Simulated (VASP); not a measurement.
# Ga (C2/c) in VASP: settings compared

The runs below take Ga through single point, with LDA, PBEsol, PBE.

All numbers are computed with VASP 6.6.1; they aren't measurements. Logs are shortened: lines on timing, memory, paths and dates and some standing lists are left out, and cuts for length are marked.

## 1. The cell of the first run

Symmetry: C2/c, No. 15, monoclinic system. The conventional cell has a = 2.766 Å, b = 8.053 Å, c = 3.332 Å, α = 90.00°, β = 92.02°, γ = 90.00°. Ga (site symmetry 2) has 10 Ga at 2.69 to 3.33 Å within 3.5 Å.

## 2. Single point, LDA

INCAR

```
PREC = Accurate
ENCUT = 520
EDIFF = 1E-6
ISMEAR = -1
SIGMA = 0.05
LREAL = F
LASPH = T
NELM = 100
ALGO = Normal
ISIF = 2
LWAVE = F
LCHARG = T
GGA = CA
LELF = T
LVHAR = T
NBANDS = 20
```

KPOINTS

```
regular mesh
0
Gamma
  14 14 11
```

POSCAR

```
Ga
1.0
    1.3830000000     -4.0265000000      0.0000000000
    1.3830000000      4.0265000000      0.0000000000
   -0.1174500000      0.0000000000      3.3299300000
Ga
2
Direct
    0.8690000000      0.1310000000      0.2500000000
    0.1310000000      0.8690000000      0.7500000000
```

Potentials or basis: VASP PAW LDA potentials, release 64 (Ga_d).

On the command line:

```sh
cat potpaw_LDA.64/Ga_d/POTCAR > POTCAR
mpirun -np 1 vasp_std > vasp.out
```

OUTCAR:

```text
PREC = Accurate
   ENCUT = 520
   EDIFF = 1E-6
   ISMEAR = -1
   LREAL = F
   LASPH = T
   NELM = 100
   ISIF = 2
   GGA = CA

 ion  position               nearest neighbor table
   1  0.869  0.131  0.250-   2 2.69   2 2.69   2 2.86   2 2.86   2 2.92   2 2.92
   2  0.131  0.869  0.750-   1 2.69   1 2.69   1 2.86   1 2.86   1 2.92   1 2.92

  LATTYP: Found a base centered monoclinic cell.
 ALAT       =     2.7660000000
 B/A-ratio  =     2.9114244396
 C/A-ratio  =     1.2046278548
 COS(beta)  =    -0.0352490928

  Lattice vectors:

 A1 = (   1.3830000000,  -4.0265000000,   0.0000000000)
 A2 = (   1.3830000000,   4.0265000000,   0.0000000000)
 A3 = (  -0.1174500000,   0.0000000000,   3.3299300000)

Analysis of symmetry for initial positions (statically):
=====================================================================
 Subroutine PRICEL returns:
 Original cell was already a primitive cell.

 Routine SETGRP: Setting up the symmetry group for a
 base centered monoclinic supercell.

 Subroutine GETGRP returns: Found  4 space group operations
 (whereof  2 operations were pure point group operations)
 out of a pool of  4 trial point group operations.

The static configuration has the point symmetry S_2 .
 The point group associated with its full space group is C_2h.

Analysis of symmetry for dynamics (positions and initial velocities):
=====================================================================
 Subroutine PRICEL returns:
 Original cell was already a primitive cell.

 Routine SETGRP: Setting up the symmetry group for a
 base centered monoclinic supercell.

 Subroutine GETGRP returns: Found  4 space group operations
 (whereof  2 operations were pure point group operations)
 out of a pool of  4 trial point group operations.

The dynamic configuration has the point symmetry S_2 .
 The point group associated with its full space group is C_2h.

 Subroutine INISYM returns: Found  4 space group operations
 (whereof  2 operations are pure point group operations),
 and found     1 'primitive' translations

----------------------------------------------------------------------------------------

                                     Primitive cell

  volume of cell :      37.0864

  direct lattice vectors                    reciprocal lattice vectors
     1.383000000 -4.026500000  0.000000000     0.361532899 -0.124177325  0.012751631
     1.383000000  4.026500000  0.000000000     0.361532899  0.124177325  0.012751631
    -0.117450000  0.000000000  3.329930000     0.000000000  0.000000000  0.300306613

  length of vectors
     4.257392541  4.257392541  3.332000646     0.382476992  0.382476992  0.300306613

  position of ions in fractional coordinates (direct lattice)
     0.869000000  0.131000000  0.250000000
     0.131000000  0.869000000  0.750000000

  ion indices of the primitive-cell ions
   primitive index   ion index
                 1           1
                 2           2

----------------------------------------------------------------------------------------

 KPOINTS: regular mesh

Automatic generation of k-mesh.
 Grid dimensions read from file:
 generate k-points for:   14   14   11

 Generating k-lattice:

  Cartesian coordinates                     Fractional coordinates (reciprocal lattice)
     0.025823779 -0.008869809  0.000910831     0.071428571  0.000000000 -0.000000000
     0.025823779  0.008869809  0.000910831     0.000000000  0.071428571 -0.000000000
     0.000000000  0.000000000  0.027300601     0.000000000  0.000000000  0.090909091

  Length of vectors
     0.027319785  0.027319785  0.027300601

  Shift w.r.t. Gamma in fractional coordinates (k-lattice)
     0.000000000  0.000000000  0.000000000

 Subroutine IBZKPT returns following result:
 ===========================================

 Found    582 irreducible k-points:

 Following reciprocal coordinates:
            Coordinates               Weight
  0.000000  0.000000  0.000000      1.000000
  0.071429 -0.000000  0.000000      4.000000
  0.142857  0.000000  0.000000      4.000000
  0.214286  0.000000  0.000000      4.000000
  0.285714  0.000000  0.000000      4.000000
  0.357143 -0.000000  0.000000      4.000000
[... 16 lines left out ...]
  0.214286  0.142857 -0.000000      4.000000
  0.285714  0.142857  0.000000      4.000000
 [... further k-points ...]
   k-points           NKPTS =    582   k-points in BZ     NKDIM =    582   number of bands    NBANDS=     20
   number of dos      NEDOS =    301   number of ions     NIONS =      2
   total plane-waves  NPLWV =  28672
   dimension x,y,z NGX =    32 NGY =   32 NGZ =   28
   dimension x,y,z NGXF=    64 NGYF=   64 NGZF=   56
   ions per type =               2
   NGX,Y,Z   is equivalent  to a cutoff of  12.50, 12.50, 13.97 a.u.
   NGXF,Y,Z  is equivalent  to a cutoff of  24.99, 24.99, 27.94 a.u.
 SYSTEM =  unknown system
   PREC   = accura    normal or accurate (medium, high low for compatibility)
   ISTART =      0    job   : 0-new  1-cont  2-samecut
   ICHARG =      2    charge: 1-file 2-atom 10-const
   ISPIN  =      1    spin polarized calculation?
   LNONCOLLINEAR =      F non collinear calculations
   LSORBIT =      F    spin-orbit coupling
   LASPH  =      T    aspherical Exc in radial PAW
   ENCUT  =  520.0 eV  38.22 Ry    6.18 a.u.   7.92  7.92  6.20*2*pi/ulx,y,z
   NELM   =    100;   NELMIN=  2; NELMDL= -5     # of ELM steps
   EDIFF  = 0.1E-05   stopping-criterion for ELM
   LREAL  =      F    real-space projection
   EDIFFG = 0.1E-04   stopping-criterion for IOM
   NSW    =      0    number of steps for IOM
   IBRION =     -1    ionic relax: 0-MD 1-quasi-New 2-CG
   NFREE  =      0    steps in history (QN), initial steepest desc. (CG)
   ISIF   =      2    stress and relaxation
   ISYM   =      2    0-nonsym 1-usesym 2-fastsym
   POTIM  = 0.5000    time-step for ionic-motion
   TEBEG  =    0.0;   TEEND  =   0.0 temperature during run
   PSTRESS=    0.0 pullay stress
   NELECT =      26.0000    total number of electrons
   NUPDOWN=      -1.0000    fix difference up-down
   EMIN   =  10.00;   EMAX   =-10.00  energy-range for DOS
   EFERMI =   0.00;   METHOD = LEGACY
   ISMEAR =    -1;   SIGMA  =   0.05  broadening in eV -4-tet -1-fermi 0-gaus
   EFERMI_NEDOS =   21; number of points for ismear=-14 and -15
   IALGO  =     38    algorithm
   IMIX   =      4    mixing-type and parameters
     AMIX     =   0.40;   BMIX     =  1.00
     AMIX_MAG =   1.60;   BMIX_MAG =  1.00
  volume/ion in A,a.u.               =      18.54       125.14
  Fermi-wavevector in a.u.,A,eV,Ry     =   1.454323  2.748272 28.777086  2.115056
  Thomas-Fermi vector in A             =   2.571487
   LORBIT       =      0    0 simple, 1 ext, 2 COOP (PROOUT), +10 PAW based schemes
   GGA     = CA    functional components
   LHFCALC =     F    Hartree Fock is set to
   AEXX    =    0.0000 exact exchange contribution
   IVDW    =     0    specifies the selected vdW correction
   LEPSILON=     F    determine dielectric tensor
   LRPA    =     F    only Hartree local field effects (RPA)
 non-spin polarized calculation
  energy-cutoff  :      520.00
  volume of cell :       37.09
 maximum number of plane-waves:      1015
   NGX = 15   NGY = 15   NGZ = 13

 number of electron      26.0000006 magnetization

 Free energy of the ion-electron system (eV)
  ---------------------------------------------------
  ext. energy  EPLUGINS =         0.00000000
  ---------------------------------------------------
  free energy    TOTEN  =        -7.13619523 eV

  energy without entropy =       -7.13089856  energy(sigma->0) =       -7.13354689

 E-fermi :   5.3946     XC(G=0): -11.3710

 val. band max:        5.3855547996   @ k =   0.0000   0.0000   0.3636
 cond. band min:       5.3965519973   @ k =   0.3571   0.3571   0.1818
 fundamental gap:      0.0109971977
 Fermi energy:         5.3945506652

 k-point     1 :       0.0000    0.0000    0.0000
  band No.  band energies     occupation
      1      -9.8410      2.00000
      2      -9.8295      2.00000
      3      -9.7961      2.00000
      4      -9.7708      2.00000
      5      -9.4967      2.00000
      6      -9.4965      2.00000
[... 12 lines left out ...]
     19      16.0336      0.00000
     20      18.5739      0.00000

 k-point     2 :       0.0714   -0.0000    0.0000
  band No.  band energies     occupation
      1      -9.8369      2.00000
      2      -9.8208      2.00000
      3      -9.7844      2.00000
      4      -9.7515      2.00000
      5      -9.5064      2.00000
      6      -9.5054      2.00000
[... 12 lines left out ...]
     19      16.3539      0.00000
     20      19.2276      0.00000

 k-point     3 :       0.1429    0.0000    0.0000
  band No.  band energies     occupation
      1      -9.8253      2.00000
      2      -9.7995      2.00000
      3      -9.7528      2.00000
      4      -9.6963      2.00000
      5      -9.5341      2.00000
      6      -9.5311      2.00000
[... 12 lines left out ...]
     19      16.5051      0.00000
     20      19.8294      0.00000

 k-point     4 :       0.2143    0.0000    0.0000
  band No.  band energies     occupation
      1      -9.8091      2.00000
      2      -9.7738      2.00000
      3      -9.7080      2.00000
      4      -9.6336      2.00000
      5      -9.5720      2.00000
      6      -9.5555      2.00000
[... 12 lines left out ...]
     19      16.6578      0.00000
     20      20.5886      0.00000

 k-point     5 :       0.2857    0.0000    0.0000
  band No.  band energies     occupation
      1      -9.7924      2.00000
      2      -9.7495      2.00000
      3      -9.6721      2.00000
      4      -9.6415      2.00000
      5      -9.6162      2.00000
      6      -9.5304      2.00000
[... 12 lines left out ...]
     19      16.8261      0.00000
     20      19.3594      0.00000
[... 353 lines left out ...]
      6      -9.5015      2.00000
[... 12 lines left out ...]
     19      16.1677      0.00000
     20      18.0173      0.00000

 k-point    22 :       0.1429    0.1429    0.0000
  band No.  band energies     occupation
      1      -9.8086      2.00000
      2      -9.7588      2.00000
      3      -9.6769      2.00000
      4      -9.6051      2.00000
      5      -9.5857      2.00000
      6      -9.5602      2.00000
[... 12 lines left out ...]
     19      17.5789      0.00000
     20      20.1434      0.00000

 k-point    23 :       0.2143    0.1429   -0.0000
  band No.  band energies     occupation
      1      -9.7993      2.00000
      2      -9.7365      2.00000
      3      -9.7033      2.00000
      4      -9.6179      2.00000
      5      -9.6083      2.00000
      6      -9.5796      2.00000
[... 12 lines left out ...]
     19      17.5531      0.00000
     20      19.0645      0.00000

 k-point    24 :       0.2857    0.1429    0.0000
  band No.  band energies     occupation
      1      -9.7915      2.00000
      2      -9.7415      2.00000
      3      -9.7072      2.00000
      4      -9.6471      2.00000
      5      -9.6152      2.00000
      6      -9.5807      2.00000
[... 12 lines left out ...]
     19      16.6785      0.00000
     20      17.8054      0.00000

 [... further k-points ...]
[... 5 lines left out ...]
  --------------------------------------------------------------------------------------
  -------------------------------------------------------------------------------------
  Total       -0.9206006     -0.9160236     -0.8497826      0.0000000      0.0000000     -0.0076852
  in kB      -39.7710294    -39.5733008    -36.7116118      0.0000000      0.0000000     -0.3320105
  external PRESSURE =     -38.6853140 kB  Pullay stress =       0.0000000 kB

 VOLUME and BASIS-vectors are now :
 -----------------------------------------------------------------------------
  energy-cutoff  :      520.00
  volume of cell :       37.09
      direct lattice vectors                 reciprocal lattice vectors
     1.383000000 -4.026500000  0.000000000     0.361532899 -0.124177325  0.012751631
     1.383000000  4.026500000  0.000000000     0.361532899  0.124177325  0.012751631
    -0.117450000  0.000000000  3.329930000     0.000000000  0.000000000  0.300306613

 POSITION                                       TOTAL-FORCE (eV/Angst)
 -----------------------------------------------------------------------------------
      1.35364     -2.97156      0.83248        -0.000000      0.166141      0.000000
      1.29491      2.97156      2.49745         0.000000     -0.166141     -0.000000
 -----------------------------------------------------------------------------------
    total drift:                                0.000000      0.000000     -0.000000

  FREE ENERGIE OF THE ION-ELECTRON SYSTEM (eV)
  ---------------------------------------------------
  free  energy   TOTEN  =        -7.1361952327 eV

  energy  without entropy=       -7.1308985559  energy(sigma->0) =       -7.13354689
```

It took 3.7 min on 1 thread of Intel Xeon Platinum 8259CL at 2.50GHz (Skylake/Cascade Lake), shared host; peak memory 0.43 GiB.

Results:

| Quantity | Value |
| --- | --- |
| Free energy | -7.1362 eV |
| Pressure | -3.9 GPa |
| Largest force | 0.166 eV/Å |
| Band gap on the k mesh | zero (band 13 reaches 9.36 eV, above the bottom of band 14 at 1.43 eV) |

Forces on the atoms (eV/Å):
```
Ga   0.000  0.166  0.000
Ga   0.000 -0.166  0.000
```

Levels at points of the mesh, in eV from the Fermi level:
```tsv
k point	band 11	band 12	band 13	band 14	band 15	band 16
(0.00, 0.00, 0.00)	-11.23	-2.07	-1.71	1.61	5.54	9.61
(0.50, 0.00, 0.00)	-6.09	-5.01	-1.33	-0.03	5.70	6.50
(0.50, 0.50, 0.00)	-9.10	-8.60	3.97	4.54	5.79	6.01
```

## 3. Single point, PBEsol

INCAR

```
PREC = Accurate ; ENCUT = 520
EDIFF = 1E-7 ; ISMEAR = -1
SIGMA = 0.05 ; LREAL = F
LASPH = T ; NELM = 80
ALGO = Normal ; ISIF = 2
LWAVE = F ; LCHARG = F
GGA = PS ; NBANDS = 20
```

KPOINTS is that of step 2.

POSCAR is that of step 2.

Potentials or basis: VASP PAW PBE potentials, release 64 (Ga_d).

On the command line:

```sh
cat potpaw_PBE.64/Ga_d/POTCAR > POTCAR
mpirun -np 1 vasp_std > vasp.out
```

OUTCAR:

```text
PREC = Accurate
   ENCUT = 520
   EDIFF = 1E-7
   ISMEAR = -1
   LREAL = F
   LASPH = T
   NELM = 80
   ISIF = 2
   GGA = PS

 ion  position               nearest neighbor table
   1  0.869  0.131  0.250-   2 2.69   2 2.69   2 2.86   2 2.86   2 2.92   2 2.92
   2  0.131  0.869  0.750-   1 2.69   1 2.69   1 2.86   1 2.86   1 2.92   1 2.92

  LATTYP: Found a base centered monoclinic cell.
 ALAT       =     2.7660000000
 B/A-ratio  =     2.9114244396
 C/A-ratio  =     1.2046278548
 COS(beta)  =    -0.0352490928

  Lattice vectors:

[... 189 lines left out ...]
      2      -9.5887      2.00000
      3      -9.5527      2.00000
      4      -9.5296      2.00000
      5      -9.2517      2.00000
      6      -9.2517      2.00000
[... 541 lines left out ...]
     19      16.8504      0.00000
     20      17.8822      0.00000

 [... further k-points ...]
[... 5 lines left out ...]
  --------------------------------------------------------------------------------------
  -------------------------------------------------------------------------------------
  Total       -0.4202745     -0.3918144     -0.4376571      0.0000000      0.0000000     -0.0070450
  in kB      -18.1563548    -16.9268423    -18.9073015      0.0000000      0.0000000     -0.3043537
  external PRESSURE =     -17.9968329 kB  Pullay stress =       0.0000000 kB

 VOLUME and BASIS-vectors are now :
 -----------------------------------------------------------------------------
  energy-cutoff  :      520.00
  volume of cell :       37.09
      direct lattice vectors                 reciprocal lattice vectors
     1.383000000 -4.026500000  0.000000000     0.361532899 -0.124177325  0.012751631
     1.383000000  4.026500000  0.000000000     0.361532899  0.124177325  0.012751631
    -0.117450000  0.000000000  3.329930000     0.000000000  0.000000000  0.300306613

 POSITION                                       TOTAL-FORCE (eV/Angst)
 -----------------------------------------------------------------------------------
      1.35364     -2.97156      0.83248         0.000000      0.182111     -0.000000
      1.29491      2.97156      2.49745        -0.000000     -0.182111      0.000000
 -----------------------------------------------------------------------------------
    total drift:                                0.000000      0.000000     -0.000000

  FREE ENERGIE OF THE ION-ELECTRON SYSTEM (eV)
  ---------------------------------------------------
  free  energy   TOTEN  =        -6.6750358405 eV

  energy  without entropy=       -6.6698390421  energy(sigma->0) =       -6.67243744
```

Run time: 4.2 min. Hardware: 1 thread of Intel Xeon Platinum 8259CL at 2.50GHz (Skylake/Cascade Lake), shared host; peak memory 0.44 GiB.

What came out:

* Free energy: -6.6750 eV
* Pressure: -1.8 GPa
* Largest force: 0.182 eV/Å
* Band gap on the k mesh: zero (band 13 reaches 9.49 eV, above the bottom of band 14 at 1.50 eV)

Forces in eV/Å, atoms in the order of the input:
```
Ga   0.000  0.182  0.000
Ga   0.000 -0.182  0.000
```

Stress tensor (GPa, compression positive):
```
-1.82  0.00 -0.03
 0.00 -1.69  0.00
-0.03  0.00 -1.89
```

Caveat: the PAW data sets were made with another functional, which shifts forces and pressure a little.

[end of part 1 of 2]
